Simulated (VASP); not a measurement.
# NaMg5Cl11 in VASP: further runs

The runs below take NaMg5Cl11 through single point, relaxation of cell and atoms, with PBE.

Everything below comes from runs of VASP 6.6.1. Logs are shortened: lines on timing, memory, paths and dates and some standing lists are left out, and cuts for length are marked.

**1. The cell of the first run**

The cell holds a disordered packing, 17 atoms: a = 7.339 Å, b = 7.493 Å, c = 8.059 Å, α = 92.73°, β = 92.60°, γ = 91.54°.

**2. Single point, PBE**

File INCAR:

```
SYSTEM = NaMg5Cl11
ALGO     = Normal         ! electronic algorithm
EDIFF    = 1E-6           ! SCF threshold, eV
ENCUT    = 520            ! plane-wave cutoff, eV
GGA      = PE             ! functional
GGA_COMPAT= .False.      
ISIF     = 2              ! what is computed and relaxed
ISMEAR   = -1             ! smearing method
ISYM     = 0            
LASPH    = .True.         ! aspherical terms in the spheres
LCHARG   = .False.        ! write CHGCAR
LREAL    = .False.        ! projectors in reciprocal space
LWAVE    = .False.        ! write WAVECAR
NBANDS   = 61             ! bands
NELM     = 120            ! most SCF steps
PREC     = Accurate       ! precision mode
SIGMA    = 0.05           ! smearing width, eV
```

File KPOINTS:

```
k-points
0
Gamma
  1 1 1
  0 0 0
```

File POSCAR:

```
NaMg5Cl11
1.0
    7.3358240000     -0.1022000000     -0.1754900000
   -0.1022000000      7.4901820000     -0.1860490000
   -0.1754900000     -0.1860490000      8.0546370000
Na Cl Mg
1 11 5
Direct
    0.5267105883      0.9230431452      0.5491205495
    0.7386648741      0.3948073567      0.8687571908
    0.9612514791      0.5075690621      0.1828429684
    0.4283565153      0.2475080243      0.1671017459
    0.7802580745      0.1569958412      0.4465492869
    0.9482788697      0.7437033769      0.6850214018
    0.1721391848      0.3553894228      0.5875432440
    0.6590780473      0.8852387687      0.1503513311
    0.5931642423      0.5628471747      0.4566613675
    0.2492486399      0.8023847195      0.3347793971
    0.0182141373      0.0314649204     -0.0065816230
    0.4143293911      0.8412939029      0.8268519803
    0.8535858590      0.4343699219      0.6131518865
    0.3237766740      0.9520222456      0.0914754266
    0.8344962898      0.7030595777      0.9654750779
    0.8060418099      0.2010272059      0.1608118638
    0.2935191828      0.4936097769      0.3611382222
```

Potentials or basis: VASP PAW PBE potentials, release 64 (Na_pv, Cl, Mg).

Launch:

```bash
$ cat potpaw_PBE.64/Na_pv/POTCAR potpaw_PBE.64/Cl/POTCAR potpaw_PBE.64/Mg/POTCAR > POTCAR
$ mpirun -np 1 vasp_gam > vasp.out
```

OUTCAR:

```text
SYSTEM = NaMg5Cl11
   EDIFF = 1E-6
   ENCUT = 520
   GGA = PE
   ISIF = 2
   ISMEAR = -1
   ISYM = 0
   LASPH = .True.
   LREAL = .False.
   NELM = 120
   PREC = Accurate

 ion  position               nearest neighbor table
   1  0.527  0.923  0.549-  12 2.52   5 2.71  10 2.72
   2  0.739  0.395  0.869-  13 2.29  15 2.48  16 2.85
   3  0.961  0.508  0.183-  15 2.50  16 2.53  17 2.78
   4  0.428  0.248  0.167-  14 2.37  17 2.61  16 2.81
   5  0.780  0.157  0.447-  16 2.36  13 2.45   1 2.71
   6  0.948  0.744  0.685-  13 2.44  15 2.47
   7  0.172  0.355  0.588-  17 2.34  13 2.44
   8  0.659  0.885  0.150-  15 2.41  14 2.55  16 2.57
   9  0.593  0.563  0.457-  17 2.33  13 2.48
  10  0.249  0.802  0.335-  17 2.36  14 2.38   1 2.72
  11  0.018  0.031  0.993-  14 2.44  16 2.45  15 2.77
  12  0.414  0.841  0.827-  14 2.38   1 2.52
  13  0.854  0.434  0.613-   2 2.29   6 2.44   7 2.44   5 2.45   9 2.48  15 3.41
  14  0.324  0.952  0.091-   4 2.37  12 2.38  10 2.38  11 2.44   8 2.55
  15  0.834  0.703  0.965-   8 2.41   6 2.47   2 2.48   3 2.50  11 2.77  13 3.41
  16  0.806  0.201  0.161-   5 2.36  11 2.45   3 2.53   8 2.57   4 2.81   2 2.85
  17  0.294  0.494  0.361-   9 2.33   7 2.34  10 2.36   4 2.61   3 2.78

IMPORTANT INFORMATION: All symmetrisations will be switched off!
NOSYMM: (Re-)initialisation of all symmetry stuff for point group C_1.

----------------------------------------------------------------------------------------

                                     Primitive cell

  volume of cell :     442.0000

  direct lattice vectors                    reciprocal lattice vectors
     7.335824000 -0.102200000 -0.175490000     0.136416485  0.001936275  0.003016892
    -0.102200000  7.490182000 -0.186049000     0.001936275  0.133612231  0.003128411
    -0.175490000 -0.186049000  8.054637000     0.003016892  0.003128411  0.124290079

  length of vectors
     7.338634433  7.493189272  8.058696431     0.136463578  0.133662876  0.124366042

  position of ions in fractional coordinates (direct lattice)
     0.526710588  0.923043145  0.549120550
     0.738664874  0.394807357  0.868757191
     0.961251479  0.507569062  0.182842968
     0.428356515  0.247508024  0.167101746
     0.780258074  0.156995841  0.446549287
     0.948278870  0.743703377  0.685021402
[... 9 lines left out ...]
     0.806041810  0.201027206  0.160811864
     0.293519183  0.493609777  0.361138222

  ion indices of the primitive-cell ions
   primitive index   ion index
                 1           1
                 2           2
                 3           3
                 4           4
                 5           5
                 6           6
[... 9 lines left out ...]
                16          16
                17          17

----------------------------------------------------------------------------------------

 KPOINTS: k-points

Automatic generation of k-mesh.
 Grid dimensions read from file:
 generate k-points for:    1    1    1

 Generating k-lattice:

  Cartesian coordinates                     Fractional coordinates (reciprocal lattice)
     0.136416485  0.001936275  0.003016892     1.000000000 -0.000000000 -0.000000000
     0.001936275  0.133612231  0.003128411    -0.000000000  1.000000000  0.000000000
     0.003016892  0.003128411  0.124290079     0.000000000 -0.000000000  1.000000000

  Length of vectors
     0.136463578  0.133662876  0.124366042

  Shift w.r.t. Gamma in fractional coordinates (k-lattice)
     0.000000000  0.000000000  0.000000000

 Subroutine IBZKPT returns following result:
 ===========================================

 Found      1 irreducible k-points:

 Following reciprocal coordinates:
            Coordinates               Weight
  0.000000  0.000000  0.000000      1.000000
   k-points           NKPTS =      1   k-points in BZ     NKDIM =      1   number of bands    NBANDS=     61
   number of dos      NEDOS =    301   number of ions     NIONS =     17
   total plane-waves  NPLWV = 188160
   dimension x,y,z NGX =    56 NGY =   56 NGZ =   60
   dimension x,y,z NGXF=   112 NGYF=  112 NGZF=  120
   ions per type =               1  11   5
   NGX,Y,Z   is equivalent  to a cutoff of  12.69, 12.42, 12.38 a.u.
   NGXF,Y,Z  is equivalent  to a cutoff of  25.37, 24.85, 24.76 a.u.
 SYSTEM =  NaMg5Cl11
   PREC   = accura    normal or accurate (medium, high low for compatibility)
   ISTART =      0    job   : 0-new  1-cont  2-samecut
   ICHARG =      2    charge: 1-file 2-atom 10-const
   ISPIN  =      1    spin polarized calculation?
   LNONCOLLINEAR =      F non collinear calculations
   LSORBIT =      F    spin-orbit coupling
   LASPH  =      T    aspherical Exc in radial PAW
   ENCUT  =  520.0 eV  38.22 Ry    6.18 a.u.  13.64 13.93 14.98*2*pi/ulx,y,z
   NELM   =    120;   NELMIN=  2; NELMDL= -5     # of ELM steps
   EDIFF  = 0.1E-05   stopping-criterion for ELM
   LREAL  =      F    real-space projection
   EDIFFG = 0.1E-04   stopping-criterion for IOM
   NSW    =      0    number of steps for IOM
   IBRION =     -1    ionic relax: 0-MD 1-quasi-New 2-CG
   NFREE  =      0    steps in history (QN), initial steepest desc. (CG)
   ISIF   =      2    stress and relaxation
   ISYM   =      0    0-nonsym 1-usesym 2-fastsym
   POTIM  = 0.5000    time-step for ionic-motion
   TEBEG  =    0.0;   TEEND  =   0.0 temperature during run
   PSTRESS=    0.0 pullay stress
   NELECT =      94.0000    total number of electrons
   NUPDOWN=      -1.0000    fix difference up-down
   EMIN   =  10.00;   EMAX   =-10.00  energy-range for DOS
   EFERMI =   0.00;   METHOD = LEGACY
   ISMEAR =    -1;   SIGMA  =   0.05  broadening in eV -4-tet -1-fermi 0-gaus
   EFERMI_NEDOS =   21; number of points for ismear=-14 and -15
   IALGO  =     38    algorithm
   IMIX   =      4    mixing-type and parameters
     AMIX     =   0.40;   BMIX     =  1.00
     AMIX_MAG =   1.60;   BMIX_MAG =  1.00
  volume/ion in A,a.u.               =      26.00       175.46
  Fermi-wavevector in a.u.,A,eV,Ry     =   0.977185  1.846612 12.992069  0.954890
  Thomas-Fermi vector in A             =   2.107862
   LORBIT       =      0    0 simple, 1 ext, 2 COOP (PROOUT), +10 PAW based schemes
   GGA     = PE    functional components
   LHFCALC =     F    Hartree Fock is set to
   AEXX    =    0.0000 exact exchange contribution
   IVDW    =     0    specifies the selected vdW correction
   LEPSILON=     F    determine dielectric tensor
   LRPA    =     F    only Hartree local field effects (RPA)
 non-spin polarized calculation
  energy-cutoff  :      520.00
  volume of cell :      442.00
 maximum number of plane-waves:      5943
 NGX is ok and might be reduce to    54
   NGX = 27   NGY = 27   NGZ = 29

 number of electron      94.0000003 magnetization

 Free energy of the ion-electron system (eV)
  ---------------------------------------------------
  ext. energy  EPLUGINS =         0.00000000
  ---------------------------------------------------
  free energy    TOTEN  =       -57.55529411 eV

  energy without entropy =      -57.55529411  energy(sigma->0) =      -57.55529411

 E-fermi :   1.1026     XC(G=0):  -7.6811

 val. band max:       -0.0954231010   @ k =   0.0000   0.0000   0.0000
 cond. band min:       3.7594394619   @ k =   0.0000   0.0000   0.0000
 fundamental gap:      3.8548625628
 Fermi energy:         1.1026392707

 k-point     1 :       0.0000    0.0000    0.0000
  band No.  band energies     occupation
      1     -21.8837      2.00000
      2     -21.8751      2.00000
      3     -21.8595      2.00000
      4     -14.6047      2.00000
      5     -14.2689      2.00000
      6     -14.1327      2.00000
[... 51 lines left out ...]
     58       7.4447      0.00000
     59       7.6084      0.00000
 [bands above 59 left out]

------------------------ aborting loop because EDIFF is reached ----------------------------------------

  FORCE on cell =-STRESS in cart. coord.  units (eV):
  Direction    XX          YY          ZZ          XY          YZ          ZX
  --------------------------------------------------------------------------------------
  -------------------------------------------------------------------------------------
  Total        5.3526304      2.6772947      6.3429566      2.7689367      2.1485150      3.6451559
  in kB       19.4024064      9.7047535     22.9921760     10.0369409      7.7880140     13.2130915
  external PRESSURE =      17.3664453 kB  Pullay stress =       0.0000000 kB

 VOLUME and BASIS-vectors are now :
 -----------------------------------------------------------------------------
  energy-cutoff  :      520.00
  volume of cell :      442.00
      direct lattice vectors                 reciprocal lattice vectors
     7.335824000 -0.102200000 -0.175490000     0.136416485  0.001936275  0.003016892
    -0.102200000  7.490182000 -0.186049000     0.001936275  0.133612231  0.003128411
    -0.175490000 -0.186049000  8.054637000     0.003016892  0.003128411  0.124290079

 POSITION                                       TOTAL-FORCE (eV/Angst)
 -----------------------------------------------------------------------------------
      3.67316      6.75777      4.15880         0.229891     -0.021997     -0.158800
      5.22591      2.72006      6.79444        -0.730931     -0.359240      0.295401
      6.96761      3.66953      1.20961         0.401978     -0.377050      0.525900
      3.08773      1.77901      1.22472        -0.135314      0.632795      0.050741
      5.62943      1.01311      3.43066         0.259190      0.052485      0.422729
      6.76019      5.34611      5.21282        -0.437811     -0.277224      0.440940
[... 9 lines left out ...]
      5.86421      1.39343      1.11643        -0.278695      0.099851     -0.316018
      2.03938      3.60004      2.76549        -0.124093     -0.447991     -0.127066
 -----------------------------------------------------------------------------------
    total drift:                                0.000026      0.000297      0.000337

  FREE ENERGIE OF THE ION-ELECTRON SYSTEM (eV)
  ---------------------------------------------------
  free  energy   TOTEN  =       -57.5552941137 eV

  energy  without entropy=      -57.5552941136  energy(sigma->0) =      -57.55529411
```

It took 62 s on 1 thread of Intel Xeon 8259CL, shared host; peak memory 0.41 GiB.

Results:

- Free energy: -57.5553 eV
- Pressure: 1.7 GPa
- Largest force: 0.913 eV/Å

Forces in eV/Å, atoms in the order of the input:
```
Na   0.230 -0.022 -0.159
Cl  -0.731 -0.359  0.295
Cl   0.402 -0.377  0.526
Cl  -0.135  0.633  0.051
Cl   0.259  0.052  0.423
Cl  -0.438 -0.277  0.441
Cl   0.108 -0.054 -0.043
Cl   0.225 -0.340  0.203
Cl   0.265  0.116  0.170
Cl  -0.256  0.552 -0.078
Cl   0.139  0.098  0.235
Cl  -0.271 -0.085  0.253
Mg   0.300  0.265 -0.821
Mg   0.250 -0.108 -0.618
Mg   0.057  0.255 -0.436
Mg  -0.279  0.100 -0.316
Mg  -0.124 -0.448 -0.127
```

Caveat: the k points lie up to 0.86 Å⁻¹ apart; the atoms stand as in a frame of molecular dynamics.

**3. Single point, PBE**

File INCAR:

```
PREC = Accurate
ENCUT = 520
EDIFF = 1E-6
ISMEAR = -1
SIGMA = 0.05
LREAL = F
LASPH = T
NELM = 120
ALGO = Normal
ISIF = 2
LWAVE = F
LCHARG = T
GGA = PE
LELF = T
LVHAR = T
NBANDS = 61
ISYM = 0
GGA_COMPAT = F
```

File KPOINTS:

```
regular mesh
0
Gamma
  1 1 1
```

File POSCAR:

```
NaMg5Cl11
1.0
    7.3358240000     -0.1022000000     -0.1754900000
   -0.1022000000      7.4901820000     -0.1860490000
   -0.1754900000     -0.1860490000      8.0546370000
Na Cl Mg
1 11 5
Direct
    0.5702764823      0.8951712617      0.5185161712
    0.7716955342      0.3548698138      0.8482131502
    0.9788162119      0.5034686514      0.1977318526
    0.4376488329      0.2723922341      0.1402947515
    0.8186858347      0.1605514364      0.4202053564
    0.9631569420      0.7448429212      0.6920671524
    0.2128703359      0.3662221961      0.5823603086
    0.6649163575      0.8688335967      0.1432650278
    0.6393369668      0.5638895051      0.4475637230
    0.2567093335      0.8216891991      0.3503268210
    0.0486594630      0.0245129277     -0.0305656413
    0.4300604688      0.7839363935      0.8391396029
    0.9093342327      0.4338125336      0.5739771330
    0.3358909214      0.9446880202      0.0733578384
    0.7997560047      0.6808301966      0.9332864980
    0.8194448778      0.1976164907      0.1270214576
    0.3260114092      0.4813381332      0.3452308553
```

Potentials or basis: VASP PAW PBE potentials, release 64 (Na_pv, Cl, Mg).

Launch:

```bash
$ cat potpaw_PBE.64/Na_pv/POTCAR potpaw_PBE.64/Cl/POTCAR potpaw_PBE.64/Mg/POTCAR > POTCAR
$ mpirun -np 1 vasp_gam > vasp.out
```

It took 59 s on 1 thread of Intel Xeon 8259CL, shared host; peak memory 0.41 GiB.

The run converged. Its results:

| Quantity | Value |
| --- | --- |
| Free energy | -57.4638 eV |
| Pressure | 0.8 GPa |
| Largest force | 0.881 eV/Å |

Forces in eV/Å, atoms in the order of the input:
```
Na   0.166  0.238  0.282
Cl  -0.294  0.230 -0.097
Cl   0.221 -0.303 -0.289
Cl   0.139 -0.337 -0.197
Cl   0.023 -0.361  0.225
Cl  -0.498 -0.603 -0.032
Cl   0.586 -0.286  0.196
Cl   0.630  0.368  0.422
Cl  -0.686 -0.155 -0.021
Cl   0.240 -0.089 -0.578
Cl  -0.415  0.466  0.621
Cl   0.186 -0.301 -0.793
Mg  -0.544  0.386  0.004
Mg   0.174  0.026  0.496
Mg  -0.061 -0.030 -0.057
Mg   0.184  0.130 -0.071
Mg  -0.050  0.623 -0.112
```

Stress tensor (GPa, compression positive):
```
 1.04  0.69  1.29
 0.69 -0.05  1.28
 1.29  1.28  1.42
```

Levels at points of the mesh, in eV from the Fermi level:
| k point | band 45 | band 46 | band 47 | band 48 | band 49 | band 50 |
| --- | --- | --- | --- | --- | --- | --- |
| (0.00, 0.00, 0.00) | -1.75 | -1.58 | -1.21 | 2.64 | 4.27 | 4.79 |

Caveat: the k points lie up to 0.86 Å⁻¹ apart; the atoms stand as in a frame of molecular dynamics.

**4. Single point, PBE**

This run uses another cell than the first one, of 27.03 Å³/atom.

File INCAR:

```
PREC = Accurate ; ENCUT = 520
EDIFF = 1E-6 ; ISMEAR = 0
SIGMA = 0.1 ; LREAL = F
LASPH = T ; NELM = 120
ALGO = Normal ; ISIF = 2
LWAVE = F ; LCHARG = T
GGA = PE ; LELF = T
LVHAR = T ; NBANDS = 61
ISYM = 0 ; GGA_COMPAT = F
```

File KPOINTS:

```
Automatic mesh
0
Gamma
  1 1 1
  0.25 0.25 0.25
```

File POSCAR:

```
NaMg5Cl11
1.0
    7.4550155650      0.3093688539     -0.0565794590
    0.3240667080      7.7614829959      0.1038223823
   -0.0564427701      0.1081519325      7.9574796086
Na Cl Mg
1 11 5
Direct
    0.6143090421      0.8867417574      0.5279161085
    0.7138125090      0.3588626967      0.8562613183
    0.9770865103      0.4891956453      0.1666935239
    0.4469274657      0.2592969438      0.1714163500
    0.8431142505      0.1482372592      0.4409809922
    0.9211642662      0.7141532930      0.7037723734
    0.1983769534      0.3682770948      0.5766836685
    0.7121398055      0.8997242927      0.1421885619
    0.6070400530      0.5499154764      0.4410016550
    0.2626796009      0.8097452728      0.3015803697
    0.0807105581      0.0795648454      0.9621694055
    0.4557903214      0.7841645437      0.8391807121
    0.8746860144      0.4192113257      0.5883987272
    0.3694861988      0.9735879358      0.0684343635
    0.7588318197      0.6589444660      0.9486387437
    0.8439657094      0.2021624794      0.1351963357
    0.3031490212      0.4968802018      0.3314791097
```

Launch:

```bash
$ cat potpaw_PBE.64/Na_pv/POTCAR potpaw_PBE.64/Cl/POTCAR potpaw_PBE.64/Mg/POTCAR > POTCAR
$ mpirun -np 1 vasp_std > vasp.out
```

Run time: 41 s. Hardware: 1 thread of Intel Xeon 6975P-C (Granite Rapids), shared host; peak memory 0.43 GiB.

The run converged. Its results:

```
Free energy   : -58.8515 eV
Pressure      : -0.2 GPa
Largest force : 0.038 eV/Å
```

Forces on the atoms (eV/Å):
```
Na   0.003 -0.004 -0.038
Cl  -0.012 -0.007  0.027
Cl  -0.022  0.002 -0.016
Cl   0.000  0.013 -0.011
Cl  -0.005 -0.001  0.001
Cl  -0.022 -0.026  0.018
Cl  -0.030  0.008 -0.006
Cl  -0.010  0.022 -0.011
Cl   0.019  0.016  0.009
Cl   0.007 -0.014 -0.002
Cl  -0.006  0.006  0.010
Cl   0.011  0.007  0.026
Mg   0.016  0.009  0.019
Mg   0.006 -0.034  0.004
Mg   0.012 -0.018 -0.006
Mg   0.011  0.008 -0.024
Mg   0.023  0.013 -0.002
```

Stress tensor (GPa, compression positive):
```
-0.15  0.00 -0.01
 0.00 -0.19  0.06
-0.01  0.06 -0.18
```

Levels at points of the mesh, in eV from the Fermi level:
| k point | band 45 | band 46 | band 47 | band 48 | band 49 | band 50 |
| --- | --- | --- | --- | --- | --- | --- |
| (0.25, 0.25, 0.25) | -0.75 | -0.59 | -0.54 | 4.69 | 5.51 | 5.70 |

Caveat: the k points lie up to 0.85 Å⁻¹ apart.

(Continued in part 2 of 2.)
